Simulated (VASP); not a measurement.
Input of a VASP 6.6.1 run:

Contents of INCAR:

```
ALGO     = Normal         # electronic algorithm
EDIFF    = 1E-6           # SCF threshold, eV
ENCUT    = 520            # plane-wave cutoff, eV
GGA      = PS             # functional
ISIF     = 2              # what is computed and relaxed
ISMEAR   = 0              # smearing method
LASPH    = T              # aspherical terms in the spheres
LCHARG   = F              # write CHGCAR
LREAL    = F              # projectors in reciprocal space
LWAVE    = F              # write WAVECAR
NBANDS   = 16             # bands
NELM     = 100            # most SCF steps
PREC     = Accurate       # precision mode
SIGMA    = 0.02           # smearing width, eV
```

KPOINTS

```
k-points
0
Gamma
  6 6 4
```

Contents of POSCAR:

```
MgS
1.0
    4.0646399975      0.0000000000      0.0000000000
   -2.0323199988      3.5200814951      0.0000000000
    0.0000000000      0.0000000000      6.2871816233
Mg S
2 2
Direct
    0.6666666700      0.3333333300      0.5004188158
    0.3333333300      0.6666666700      1.0004188158
    0.3333333300      0.6666666700      0.3745801842
    0.6666666700      0.3333333300      0.8745801842
```

Potentials or basis: VASP PAW PBE potentials, release 64 (Mg, S).

The run is started by

```bash
$ cat potpaw_PBE.64/Mg/POTCAR potpaw_PBE.64/S/POTCAR > POTCAR
$ mpirun -np 1 vasp_std > vasp.out
```

Predict the pressure.

0.4 GPa.

Predict the largest force.

0.595 eV/Å.

Predict the band gap on the k mesh.

3.34 eV, direct.

Stress tensor (GPa, compression positive):
```
-1.52  0.00  0.00
 0.00 -1.52  0.00
 0.00  0.00  4.23
```

Caveat: the cell differs from its parent crystal (strained); the PAW data sets were made with another functional, which shifts forces and pressure a little.
